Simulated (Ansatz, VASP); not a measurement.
Ba3MgTi4O12 in VASP and in Ansatz

```
Mg Ba Ti O
1.0
    -4.00600    4.00600    4.00600
     4.00600   -4.00600    4.00600
     4.00600    4.00600   -4.00600
Mg Ba Ti O
1 3 4 12
Direct
  0.50000 0.50000 0.50000
  0.00000 0.00000 0.50000
  0.00000 0.50000 0.00000
  0.50000 0.00000 0.00000
  0.00000 0.00000 0.00000
  0.50000 0.50000 0.00000
  0.50000 0.00000 0.50000
  0.00000 0.50000 0.50000
  0.00618 0.25309 0.25309
  0.50000 0.74691 0.25309
  0.50000 0.25309 0.74691
  0.99382 0.74691 0.74691
  0.25309 0.00618 0.25309
  0.74691 0.50000 0.25309
  0.74691 0.99382 0.74691
  0.25309 0.50000 0.74691
  0.25309 0.25309 0.00618
  0.74691 0.74691 0.99382
  0.74691 0.25309 0.50000
  0.25309 0.74691 0.50000
```

Alike in both runs: functional PBE; k mesh 3 × 3 × 3; occupations fermi-dirac, width 0.01 eV; no spin polarisation.

Ansatz relaxed the structure, and its values are those at the end. VASP's run is a single point on that final structure, the one shown.

|  | VASP | Ansatz |
| --- | --- | --- |
| version | VASP 6.6.1 | Ansatz 0.2.0 |
| potentials or method | VASP PAW PBE potentials, release 64 (Mg, Ba_sv, Ti_sv, O) | plane-wave PAW, scalar-relativistic |
| plane-wave cutoff (eV) | 520 | 420 |
| valence electrons in the cell | 152 | 160 |

```csv
,VASP,Ansatz,Ansatz less VASP
gap on the k mesh at the Fermi level (eV),1.75,1.79,+0.046
pressure (GPa),-2.3,-3.7,-1.37
rms of the force components (eV/Å),0.016,0.001,-0.0150
```

The functional is the same, so the differences come from potentials, cutoffs and numerics. VASP's potentials hold 152 valence electrons a cell and Ansatz's 160, so a difference there can come from the potentials and not from the codes. Ansatz's warnings: stress scf threshold loose.

Neither program's run includes spin-orbit coupling.
